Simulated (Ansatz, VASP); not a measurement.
# Ca2C in VASP and in Ansatz

Contents of INCAR:

```
SYSTEM = Ca2C
  PREC = Accurate
  ENCUT = 520
  EDIFF = 1E-6
  ISMEAR = 0
  SIGMA = 0.01
  LREAL = .FALSE.
  LASPH = .TRUE.
  NELM = 100
  ALGO = Normal
  ISIF = 2
  LWAVE = .FALSE.
  LCHARG = .FALSE.
  GGA = PE
  NBANDS = 19
```

KPOINTS

```
regular mesh
0
G
  6 6 6
  0 0 0
```

The input POSCAR:

```
Ca2C
1.0
    0.0000000000      3.1100429392      3.1100429392
    3.1100429392      0.0000000000      3.1100429392
    3.1100429392      3.1100429392      0.0000000000
C Ca
1 2
Direct
    0.0000000000      0.0000000000      0.0000000000
    0.2500000000      0.2500000000      0.2500000000
    0.7500000000      0.7500000000      0.7500000000
```

Input for Ansatz:

```yaml
crystal:
  lattice:
    - [0.0, 3.1100429392, 3.1100429392]
    - [3.1100429392, 0.0, 3.1100429392]
    - [3.1100429392, 3.1100429392, 0.0]
  atoms:
    - { symbol: C, position: [0.0, 0.0, 0.0] }
    - { symbol: Ca, position: [0.25, 0.25, 0.25] }
    - { symbol: Ca, position: [0.75, 0.75, 0.75] }
kpoints:
  mp_grid: { grid: [6, 6, 6] }
hamiltonian:
  xc: pbe
scf:
  occupations: { method: fixed }
  n_extra_bands: 4
output:
  forces: true
  stress: true
  eigenvalues: true
```

Alike in both runs: task single point; functional PBE; k mesh 6 × 6 × 6; no spin polarisation.

```csv
,VASP,Ansatz
version,VASP 6.6.1,Ansatz 0.2.0
potentials or method,"VASP PAW PBE potentials, release 64 (C, Ca_sv)","plane waves, PAW"
plane-wave cutoff (eV),520,420
occupations,"gaussian, width 0.01 eV",fixed
valence electrons in the cell,24,24
```

|  | VASP | Ansatz | Ansatz less VASP |
| --- | --- | --- | --- |
| gap on the k mesh at the Fermi level (eV) | 0.18 | 0.19 | +0.006 |
| pressure (GPa) | 2.0 | 1.8 | -0.22 |
